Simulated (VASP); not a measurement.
Set up this calculation in VASP 6.6.1, as the native input.

- Task: single point
- Functional: PBE
- Potentials or basis: VASP PAW PBE potentials, release 64 (As)
- Cutoff: 520 eV
- k mesh: 21 × 21 × 21
- Occupations: fermi-dirac, width 0.1 eV
- Spin: no spin polarisation
- Dipole correction: no
- Further INCAR settings: ALGO = Normal; EDIFF = 1e-06; NBANDS = 8

The structure of As lies in POSCAR:

```
As
1.0
    0.0000000000      2.0416242299      2.0416242299
    2.0416242299      0.0000000000      2.0416242299
    2.0416242299      2.0416242299      0.0000000000
As
1
Direct
    0.0000000000      0.0000000000      0.0000000000
```

This cell differs from its parent crystal: volume scaled by 0.88.

One way to write it, as run:

INCAR

```
PREC     = Accurate       # precision mode
ENCUT    = 520            # plane-wave cutoff, eV
EDIFF    = 1E-6           # SCF threshold, eV
ISMEAR   = -1             # smearing method
SIGMA    = 0.1            # smearing width, eV
LREAL    = False          # projectors in reciprocal space
LASPH    = True           # aspherical terms in the spheres
NELM     = 80             # most SCF steps
ALGO     = Normal         # electronic algorithm
ISIF     = 2              # what is computed and relaxed
LWAVE    = False          # write WAVECAR
LCHARG   = False          # write CHGCAR
GGA      = PE             # functional
NBANDS   = 8              # bands
```

KPOINTS

```
regular mesh
0
Gamma
  21 21 21
```

Potentials or basis: VASP PAW PBE potentials, release 64 (As).

Launch:

```bash
$ cat potpaw_PBE.64/As/POTCAR > POTCAR
$ mpirun -np 1 vasp_std > vasp.out
```

Results of the run:

The pressure is 13.5 GPa.

It took 28 s on 1 thread of Intel Xeon 8259CL (shared host), peak memory 0.16 GiB.
